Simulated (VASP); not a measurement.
# Sn (Im-3m) in VASP: further runs

Sn is run at these levels: PBE; tasks: single point.

All numbers are computed with VASP 6.6.1; they aren't measurements. Logs are shortened: lines on timing, memory, paths and dates and some standing lists are left out, and cuts for length are marked.

## (1) The cell of the first run

Symmetry: Im-3m, No. 229, cubic system. Conventional cell: a = 3.782 Å, b = 3.782 Å, c = 3.782 Å, α = 90.00°, β = 90.00°, γ = 90.00°. Within 4.3 Å of Sn (site symmetry m-3m) lie 14 Sn at 3.28 to 3.78 Å.

This isn't the form of Sn at room conditions, which is tetragonal (white tin).

## (2) Single point, PBE

INCAR

```
SYSTEM = Sn
  PREC = Accurate
  ENCUT = 520
  EDIFF = 1E-7
  ISMEAR = 0
  SIGMA = 0.05
  LREAL = .False.
  LASPH = .True.
  NELM = 60
  ALGO = Normal
  ISIF = 2
  LWAVE = .False.
  LCHARG = .False.
  GGA = PE
  NBANDS = 13
```

KPOINTS

```
regular mesh
0
Gamma
  16 16 16
  0 0 0
```

POSCAR

```
Sn
1.0
   -1.8911406569      1.8911406569      1.8911406569
    1.8911406569     -1.8911406569      1.8911406569
    1.8911406569      1.8911406569     -1.8911406569
Sn
1
Direct
    0.0000000000      0.0000000000      0.0000000000
```

Potentials or basis: VASP PAW PBE potentials, release 64 (Sn_d).

Command:

```console
$ cat potpaw_PBE.64/Sn_d/POTCAR > POTCAR
$ mpirun -np 1 vasp_std > vasp.out
```

OUTCAR:

```text
SYSTEM = Sn
   PREC = Accurate
   ENCUT = 520
   EDIFF = 1E-7
   ISMEAR = 0
   LREAL = .False.
   LASPH = .True.
   NELM = 60
   ISIF = 2
   GGA = PE

 ion  position               nearest neighbor table
   1  0.000  0.000  0.000-

  LATTYP: Found a body centered cubic cell.
 ALAT       =     3.7822813138

  Lattice vectors:

 A1 = (  -1.8911406569,   1.8911406569,   1.8911406569)
 A2 = (   1.8911406569,  -1.8911406569,   1.8911406569)
 A3 = (   1.8911406569,   1.8911406569,  -1.8911406569)

Analysis of symmetry for initial positions (statically):
=====================================================================
 Subroutine PRICEL returns:
 Original cell was already a primitive cell.

 Routine SETGRP: Setting up the symmetry group for a
 body centered cubic supercell.

 Subroutine GETGRP returns: Found 48 space group operations
 (whereof 48 operations were pure point group operations)
 out of a pool of 48 trial point group operations.

The static configuration has the point symmetry O_h .

Analysis of symmetry for dynamics (positions and initial velocities):
=====================================================================
 Subroutine PRICEL returns:
 Original cell was already a primitive cell.

 Routine SETGRP: Setting up the symmetry group for a
 body centered cubic supercell.

 Subroutine GETGRP returns: Found 48 space group operations
 (whereof 48 operations were pure point group operations)
 out of a pool of 48 trial point group operations.

The dynamic configuration has the point symmetry O_h .

 Subroutine INISYM returns: Found 48 space group operations
 (whereof 48 operations are pure point group operations),
 and found     1 'primitive' translations

----------------------------------------------------------------------------------------

                                     Primitive cell

  volume of cell :      27.0540

  direct lattice vectors                    reciprocal lattice vectors
    -1.891140657  1.891140657  1.891140657     0.000000000  0.264390699  0.264390699
     1.891140657 -1.891140657  1.891140657     0.264390699  0.000000000  0.264390699
     1.891140657  1.891140657 -1.891140657     0.264390699  0.264390699  0.000000000

  length of vectors
     3.275551702  3.275551702  3.275551702     0.373904912  0.373904912  0.373904912

  position of ions in fractional coordinates (direct lattice)
     0.000000000  0.000000000  0.000000000

  ion indices of the primitive-cell ions
   primitive index   ion index
                 1           1

----------------------------------------------------------------------------------------

 KPOINTS: regular mesh

Automatic generation of k-mesh.
 Grid dimensions read from file:
 generate k-points for:   16   16   16

 Generating k-lattice:

  Cartesian coordinates                     Fractional coordinates (reciprocal lattice)
     0.000000000  0.016524419  0.016524419     0.062500000  0.000000000  0.000000000
     0.016524419  0.000000000  0.016524419     0.000000000  0.062500000  0.000000000
     0.016524419  0.016524419  0.000000000     0.000000000  0.000000000  0.062500000

  Length of vectors
     0.023369057  0.023369057  0.023369057

  Shift w.r.t. Gamma in fractional coordinates (k-lattice)
     0.000000000  0.000000000  0.000000000

 Subroutine IBZKPT returns following result:
 ===========================================

 Found    145 irreducible k-points:

 Following reciprocal coordinates:
            Coordinates               Weight
  0.000000  0.000000  0.000000      1.000000
  0.062500  0.000000  0.000000     12.000000
  0.125000  0.000000  0.000000     12.000000
  0.187500  0.000000  0.000000     12.000000
  0.250000  0.000000  0.000000     12.000000
  0.312500  0.000000  0.000000     12.000000
[... 16 lines left out ...]
  0.187500  0.187500  0.000000     24.000000
  0.250000  0.187500  0.000000     48.000000
 [... further k-points ...]
   k-points           NKPTS =    145   k-points in BZ     NKDIM =    145   number of bands    NBANDS=     13
   number of dos      NEDOS =    301   number of ions     NIONS =      1
   total plane-waves  NPLWV =  13824
   dimension x,y,z NGX =    24 NGY =   24 NGZ =   24
   dimension x,y,z NGXF=    48 NGYF=   48 NGZF=   48
   ions per type =               1
   NGX,Y,Z   is equivalent  to a cutoff of  12.18, 12.18, 12.18 a.u.
   NGXF,Y,Z  is equivalent  to a cutoff of  24.36, 24.36, 24.36 a.u.
 SYSTEM =  Sn
   PREC   = accura    normal or accurate (medium, high low for compatibility)
   ISTART =      0    job   : 0-new  1-cont  2-samecut
   ICHARG =      2    charge: 1-file 2-atom 10-const
   ISPIN  =      1    spin polarized calculation?
   LNONCOLLINEAR =      F non collinear calculations
   LSORBIT =      F    spin-orbit coupling
   LASPH  =      T    aspherical Exc in radial PAW
   ENCUT  =  520.0 eV  38.22 Ry    6.18 a.u.   6.09  6.09  6.09*2*pi/ulx,y,z
   NELM   =     60;   NELMIN=  2; NELMDL= -5     # of ELM steps
   EDIFF  = 0.1E-06   stopping-criterion for ELM
   LREAL  =      F    real-space projection
   EDIFFG = 0.1E-05   stopping-criterion for IOM
   NSW    =      0    number of steps for IOM
   IBRION =     -1    ionic relax: 0-MD 1-quasi-New 2-CG
   NFREE  =      0    steps in history (QN), initial steepest desc. (CG)
   ISIF   =      2    stress and relaxation
   ISYM   =      2    0-nonsym 1-usesym 2-fastsym
   POTIM  = 0.5000    time-step for ionic-motion
   TEBEG  =    0.0;   TEEND  =   0.0 temperature during run
   PSTRESS=    0.0 pullay stress
   NELECT =      14.0000    total number of electrons
   NUPDOWN=      -1.0000    fix difference up-down
   EMIN   =  10.00;   EMAX   =-10.00  energy-range for DOS
   EFERMI =   0.00;   METHOD = LEGACY
   ISMEAR =     0;   SIGMA  =   0.05  broadening in eV -4-tet -1-fermi 0-gaus
   EFERMI_NEDOS =   21; number of points for ismear=-14 and -15
   IALGO  =     38    algorithm
   IMIX   =      4    mixing-type and parameters
     AMIX     =   0.40;   BMIX     =  1.00
     AMIX_MAG =   1.60;   BMIX_MAG =  1.00
  volume/ion in A,a.u.               =      27.05       182.57
  Fermi-wavevector in a.u.,A,eV,Ry     =   1.314338  2.483738 23.503846  1.727484
  Thomas-Fermi vector in A             =   2.444598
   LORBIT       =      0    0 simple, 1 ext, 2 COOP (PROOUT), +10 PAW based schemes
   GGA     = PE    functional components
   LHFCALC =     F    Hartree Fock is set to
   AEXX    =    0.0000 exact exchange contribution
   IVDW    =     0    specifies the selected vdW correction
   LEPSILON=     F    determine dielectric tensor
   LRPA    =     F    only Hartree local field effects (RPA)
 non-spin polarized calculation
 Gauss-broadening in eV      SIGMA  =   0.05
  energy-cutoff  :      520.00
  volume of cell :       27.05
 maximum number of plane-waves:       737
   NGX = 13   NGY = 13   NGZ = 13

 number of electron      13.9999993 magnetization

 Free energy of the ion-electron system (eV)
  ---------------------------------------------------
  ext. energy  EPLUGINS =         0.00000000
  ---------------------------------------------------
  free energy    TOTEN  =        -3.77000622 eV

  energy without entropy =       -3.76923164  energy(sigma->0) =       -3.76961893

 E-fermi :   8.1110     XC(G=0): -10.3885

 val. band max:        8.0879371925   @ k =  -0.3750   0.4375   0.3125
 cond. band min:       8.1412189129   @ k =   0.2500   0.1875   0.1250
 fundamental gap:      0.0532817204
 Fermi energy:         8.1109739225

 k-point     1 :       0.0000    0.0000    0.0000
  band No.  band energies     occupation
      1     -13.4126      2.00000
      2     -13.4126      2.00000
      3     -13.4126      2.00000
      4     -13.2722      2.00000
      5     -13.2722      2.00000
      6      -2.9716      2.00000
      7      16.1616      0.00000
      8      16.1616      0.00000
      9      16.1616      0.00000
     10      20.2732      0.00000
     11      20.2732      0.00000
     12      20.2732      0.00000
     13      20.9156      0.00000

 k-point     2 :       0.0625    0.0000    0.0000
  band No.  band energies     occupation
      1     -13.4144      2.00000
      2     -13.4100      2.00000
      3     -13.4043      2.00000
      4     -13.2742      2.00000
      5     -13.2725      2.00000
      6      -2.8861      2.00000
      7      15.3955      0.00000
      8      15.8096      0.00000
      9      16.0465      0.00000
     10      19.2852      0.00000
     11      19.5475      0.00000
     12      20.0722      0.00000
     13      21.3873      0.00000

 k-point     3 :       0.1250    0.0000    0.0000
  band No.  band energies     occupation
      1     -13.4194      2.00000
      2     -13.4031      2.00000
      3     -13.3804      2.00000
      4     -13.2796      2.00000
      5     -13.2732      2.00000
      6      -2.6293      2.00000
      7      13.6631      0.00000
      8      15.0276      0.00000
      9      15.7142      0.00000
     10      18.3632      0.00000
     11      18.7138      0.00000
     12      19.9101      0.00000
     13      21.7719      0.00000

 k-point     4 :       0.1875    0.0000    0.0000
  band No.  band energies     occupation
      1     -13.4270      2.00000
      2     -13.3944      2.00000
      3     -13.3444      2.00000
      4     -13.2862      2.00000
      5     -13.2742      2.00000
      6      -2.2009      2.00000
      7      11.6599      0.00000
      8      14.1559      0.00000
      9      15.2359      0.00000
     10      17.6501      0.00000
     11      18.0046      0.00000
     12      20.0603      0.00000
     13      22.0888      0.00000

 k-point     5 :       0.2500    0.0000    0.0000
  band No.  band energies     occupation
      1     -13.4358      2.00000
      2     -13.3879      2.00000
      3     -13.3016      2.00000
      4     -13.2907      2.00000
      5     -13.2753      2.00000
      6      -1.6015      2.00000
      7       9.6610      0.00000
      8      13.3508      0.00000
      9      14.7220      0.00000
     10      17.0884      0.00000
     11      17.4277      0.00000
     12      20.5020      0.00000
     13      22.4661      0.00000

 k-point     6 :       0.3125    0.0000    0.0000
  band No.  band energies     occupation
      1     -13.4447      2.00000
      2     -13.3867      2.00000
      3     -13.2905      2.00000
      4     -13.2765      2.00000
      5     -13.2584      2.00000
      6      -0.8354      2.00000
      7       7.7639      2.00000
      8      12.6808      0.00000
      9      14.2611      0.00000
     10      16.6624      0.00000
     11      16.9823      0.00000
     12      21.1640      0.00000
     13      22.9183      0.00000

 k-point     7 :       0.3750    0.0000    0.0000
  band No.  band energies     occupation
      1     -13.4521      2.00000
      2     -13.3900      2.00000
      3     -13.2865      2.00000
      4     -13.2774      2.00000
      5     -13.2214      2.00000
      6       0.0822      2.00000
      7       6.0216      2.00000
      8      12.1820      0.00000
      9      13.9056      0.00000
     10      16.3646      0.00000
     11      16.6661      0.00000
     12      21.9662      0.00000
     13      23.4275      0.00000
[... 193 lines left out ...]
 k-point    20 :       0.3125    0.1250    0.0000
  band No.  band energies     occupation
      1     -13.4395      2.00000
      2     -13.3818      2.00000
      3     -13.2902      2.00000
      4     -13.2815      2.00000
      5     -13.2269      2.00000
      6       0.3276      2.00000
      7       6.2274      2.00000
      8      10.4221      0.00000
      9      13.0427      0.00000
     10      17.1539      0.00000
     11      19.1919      0.00000
     12      20.7588      0.00000
     13      24.4106      0.00000

 k-point    21 :       0.3750    0.1250    0.0000
  band No.  band energies     occupation
      1     -13.4436      2.00000
      2     -13.3827      2.00000
      3     -13.2853      2.00000
      4     -13.2822      2.00000
      5     -13.2082      2.00000
      6       1.3157      2.00000
      7       4.7669      2.00000
      8      10.1198      0.00000
      9      12.8121      0.00000
     10      16.9701      0.00000
     11      19.1217      0.00000
     12      21.5419      0.00000
     13      23.6644      0.00000

 k-point    22 :       0.4375    0.1250    0.0000
  band No.  band energies     occupation
      1     -13.4451      2.00000
      2     -13.3834      2.00000
      3     -13.2843      2.00000
      4     -13.2813      2.00000
      5     -13.2016      2.00000
      6       1.9378      2.00000
      7       3.9854      2.00000
      8      10.0192      0.00000
      9      12.7342      0.00000
     10      16.9087      0.00000
     11      19.0841      0.00000
     12      22.2459      0.00000
     13      22.9245      0.00000

 k-point    23 :       0.1875    0.1875    0.0000
  band No.  band energies     occupation
      1     -13.4268      2.00000
      2     -13.3833      2.00000
      3     -13.2966      2.00000
      4     -13.2832      2.00000
      5     -13.2596      2.00000
      6      -0.6671      2.00000
      7       8.5363      0.00000
      8      10.2389      0.00000
      9      13.3677      0.00000
     10      18.1532      0.00000
     11      18.6500      0.00000
     12      21.5529      0.00000
     13      23.1285      0.00000

 k-point    24 :       0.2500    0.1875    0.0000
  band No.  band energies     occupation
      1     -13.4297      2.00000
      2     -13.3743      2.00000
      3     -13.2943      2.00000
      4     -13.2860      2.00000
      5     -13.2387      2.00000
      6       0.1657      2.00000
      7       7.1585      2.00000
      8       9.3076      0.00000
      9      12.9376      0.00000
     10      17.9833      0.00000
     11      19.1627      0.00000
     12      21.7478      0.00000
     13      24.3729      0.00000

 [... further k-points ...]
[... 5 lines left out ...]
  --------------------------------------------------------------------------------------
  -------------------------------------------------------------------------------------
  Total        0.2288979      0.2288979      0.2288979     -0.0000000     -0.0000000      0.0000000
  in kB       13.5556653     13.5556653     13.5556653     -0.0000000     -0.0000000      0.0000000
  external PRESSURE =      13.5556653 kB  Pullay stress =       0.0000000 kB

 VOLUME and BASIS-vectors are now :
 -----------------------------------------------------------------------------
  energy-cutoff  :      520.00
  volume of cell :       27.05
      direct lattice vectors                 reciprocal lattice vectors
    -1.891140657  1.891140657  1.891140657     0.000000000  0.264390699  0.264390699
     1.891140657 -1.891140657  1.891140657     0.264390699  0.000000000  0.264390699
     1.891140657  1.891140657 -1.891140657     0.264390699  0.264390699  0.000000000

 POSITION                                       TOTAL-FORCE (eV/Angst)
 -----------------------------------------------------------------------------------
      0.00000      0.00000      0.00000         0.000000     -0.000000     -0.000000
 -----------------------------------------------------------------------------------
    total drift:                                0.000000     -0.000000      0.000000

  FREE ENERGIE OF THE ION-ELECTRON SYSTEM (eV)
  ---------------------------------------------------
  free  energy   TOTEN  =        -3.7700062155 eV

  energy  without entropy=       -3.7692316418  energy(sigma->0) =       -3.76961893
```

It took 30 s on 1 thread of AMD EPYC 7R43 (Zen 3), shared host; peak memory 0.13 GiB.

Results:

| Quantity | Value |
| --- | --- |
| Free energy | -3.7700 eV |
| Pressure | 1.4 GPa |
| Band gap on the k mesh | zero (bands 7 and 8 overlap by 10.41 eV) |

Caveat: spin-orbit coupling is left out, which moves the levels of the heavy elements.

## (3) Single point, PBE

This run uses another cell than the first one, of 27.81 Å³/atom.

INCAR

```
SYSTEM = Sn
PREC     = Accurate       ! precision mode
ENCUT    = 520            ! plane-wave cutoff, eV
EDIFF    = 1E-6           ! SCF threshold, eV
ISMEAR   = 0              ! smearing method
SIGMA    = 0.05           ! smearing width, eV
LREAL    = .False.        ! projectors in reciprocal space
LASPH    = .True.         ! aspherical terms in the spheres
NELM     = 100            ! most SCF steps
ALGO     = Normal         ! electronic algorithm
ISIF     = 2              ! what is computed and relaxed
LWAVE    = .False.        ! write WAVECAR
LCHARG   = .True.         ! write CHGCAR
GGA      = PE             ! functional
LELF     = .True.         ! ELF
LVHAR    = .True.       
NBANDS   = 13             ! bands
```

KPOINTS is that of step 2.

POSCAR

```
Sn
1.0
   -1.9085314751      1.9085314751      1.9085314751
    1.9085314751     -1.9085314751      1.9085314751
    1.9085314751      1.9085314751     -1.9085314751
Sn
1
Direct
    0.0000000000      0.0000000000      0.0000000000
```

Potentials or basis: VASP PAW PBE potentials, release 64 (Sn_d).

Command:

```console
$ cat potpaw_PBE.64/Sn_d/POTCAR > POTCAR
$ mpirun -np 1 vasp_std > vasp.out
```

Wall time 42 s (1 thread of AMD EPYC 7R43 (Zen 3), shared host); peak memory 0.15 GiB.

The run converged. Its results:

```yaml
Free_energy: -3.7732 eV
Pressure: 0.0 GPa
Band_gap_on_the_k_mesh: zero (bands 7 and 8 overlap by 10.07 eV)
```

Levels at points of the mesh, in eV from the Fermi level:
| k point | band 4 | band 5 | band 6 | band 7 | band 8 | band 9 | band 10 | band 11 |
| --- | --- | --- | --- | --- | --- | --- | --- | --- |
| (0.00, 0.00, 0.00) | -21.40 | -21.40 | -10.90 | 7.78 | 7.78 | 7.78 | 12.09 | 12.09 |
| (0.50, 0.00, 0.00) | -21.40 | -21.32 | -6.36 | -4.28 | 3.55 | 5.38 | 7.85 | 8.20 |
| (0.50, 0.50, 0.50) | -21.34 | -21.34 | -2.58 | -0.43 | -0.43 | -0.43 | 3.86 | 3.86 |

Caveat: spin-orbit coupling is left out, which moves the levels of the heavy elements.
